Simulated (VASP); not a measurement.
## CaF2 (CaF2 (Fm-3m)): single point with r2SCAN

The system is CaF2 (CaF2 (Fm-3m)).

```
Ca F
1.0
     0.00000    2.75591    2.75591
     2.75591    0.00000    2.75591
     2.75591    2.75591    0.00000
Ca F
1 2
Direct
  0.00000 0.00000 0.00000
  0.75000 0.75000 0.75000
  0.25000 0.25000 0.25000
```

```yaml
Program: VASP 6.6.1
Task: single point
Functional: r2SCAN
Potentials_or_basis: VASP PAW PBE potentials, release 64 (Ca_sv, F)
Cutoff: 660 eV
k_mesh: 3 × 3 × 3
Occupations: fermi-dirac, width 0.01 eV
Spin: no spin polarisation
Dipole_correction: no
Further_INCAR_settings: ALGO = Normal; EDIFF = 1e-06; NBANDS = 19
```

```json
{
 "Pressure": "-3.0 GPa",
 "Band gap on the k mesh": "7.94 eV, indirect (least direct gap 8.04 eV)"
}
```

Levels at points of the mesh, in eV from the valence-band top:
```tsv
k point	band 10	band 11	band 12	band 13	band 14	band 15
(0.00, 0.00, 0.00)	-0.11	-0.11	-0.11	7.94	10.05	10.05
```

Wall time 22 s on 1 thread of Intel(R) Xeon(R) Platinum 8559C (Emerald Rapids) (shared host), peak memory 0.21 GiB.

Caveat: the k points lie up to 0.66 Å⁻¹ apart; the PAW data sets were made with another functional, which shifts forces and pressure a little. r2SCAN opens gaps a little over a GGA but as a rule still falls short of measured ones.
